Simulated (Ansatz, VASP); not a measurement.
**C: VASP beside Ansatz**

```
C
1.0
     0.00000    1.71206    1.78340
     1.71206    0.00000    1.78340
     1.71206    1.71206    0.00000
C
2
Cartesian
  1.7121 1.7121 1.7834
  2.5681 2.5681 2.6751
```

Change from the starting cell: strain -0.040 along x and y, +0.000 along z, atoms carried along.

Alike in both runs: task single point; functional r2SCAN; k mesh 12 × 12 × 12; occupations gaussian, width 0.05 eV; no spin polarisation.

```csv
,VASP,Ansatz
version,VASP 6.6.1,Ansatz 0.2.0
potentials or method,"VASP PAW PBE potentials, release 64 (C), cutoff 520 eV","scalar-relativistic, plane waves, PAW"
valence electrons in the cell,8,8
```

Ansatz gave:

```
gap on the k mesh at the Fermi level (eV)                     : 4.00
least direct gap on the mesh (eV)                             : 5.70
pressure (GPa)                                                : 39.5
traceless stress, the component that is largest in VASP (GPa) : -30.57
```

Question: Estimate VASP's values.

Answer: gap on the k mesh at the Fermi level (eV): 3.97; least direct gap on the mesh (eV): 5.65; pressure (GPa): 40.9; traceless stress, the component that is largest in VASP (GPa): -30.51.

VASP's potentials were made for PBE, not for r2SCAN. Both programs put the cell under a high pressure, so it lies far from rest at this level.
